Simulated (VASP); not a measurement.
Runs of VASP 6.6.1 on NaF. The structure is that of space group P6_3/mmc (No. 194), or close to it. The cells are those of the table. 

```tsv
level	cell	k mesh	gap on the mesh (eV)	pressure (GPa)
r2SCAN	a = 3.944, b = 3.944, c = 4.641 Å, angles 90.0, 90.0, 120.0°, 4 atoms	6 × 6 × 6	6.17	(b)
PBE	a = 3.980, b = 3.980, c = 4.702 Å, angles 90.0, 90.0, 120.0°, 4 atoms	6 × 6 × 4	5.39	-1.0
PBE	a = 3.901, b = 3.901, c = 4.609 Å, angles 90.0, 90.0, 120.0°, 4 atoms	6 × 6 × 4	(a)	1.1
r2SCAN	a = 3.789, b = 3.789, c = 4.458 Å, angles 90.0, 90.0, 120.0°, 4 atoms	6 × 6 × 6	(c)	2.8
r2SCAN	a = 3.906, b = 3.906, c = 4.596 Å, angles 90.0, 90.0, 120.0°, 4 atoms	6 × 6 × 6	6.26	-1.6
```

Alike in all rows: task single point; potentials or basis VASP PAW PBE potentials, release 64 (Na_pv, F); no spin polarisation; cutoff (eV) 520; smearing gaussian 0.01 eV.

**Question.** Fill in the values left out.

**Answer.** (a) 5.58; (b) -2.6; (c) 6.55.

Caveats: the PAW data sets were made with another functional, which shifts forces and pressure a little (some runs).

A k mesh can miss the band edges.
